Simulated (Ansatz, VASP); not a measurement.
## Two plane-wave programs on Be

```
Be
1.0
     2.26497    0.00000    0.00000
    -1.13248    1.96152    0.00000
     0.00000    0.00000    3.56107
Be
2
Cartesian
  0.0000 1.3077 0.8903
  1.1325 0.6538 2.6708
```

Alike in both runs: task relaxation of cell and atoms; functional LDA; k mesh 24 × 24 × 12; occupations gaussian, width 0.1 eV; no spin polarisation.

```csv
,VASP,Ansatz
version,VASP 6.6.1,Ansatz 0.2.0
potentials or method,"VASP PAW LDA potentials, release 64 (Be), cutoff 600 eV","scalar-relativistic, plane waves, PAW"
valence electrons in the cell,4,4
```

Ansatz gave:

```
gap on the k mesh at the Fermi level, each at its own relaxed structure (eV) : none
relaxed volume (Å³/atom)                                                     : 7.55
relaxed cell length with the largest relative difference (Å)                 : 2.228
```

Task: Estimate VASP's values.

Result: gap on the k mesh at the Fermi level, each at its own relaxed structure (eV): none; relaxed volume (Å³/atom): 7.58; relaxed cell length with the largest relative difference (Å): 2.231.

LDA's correlation is that of Perdew and Zunger in VASP and of Perdew and Wang (1992) in Ansatz. A gap of «none» marks a metal or a gap that the smearing closes.
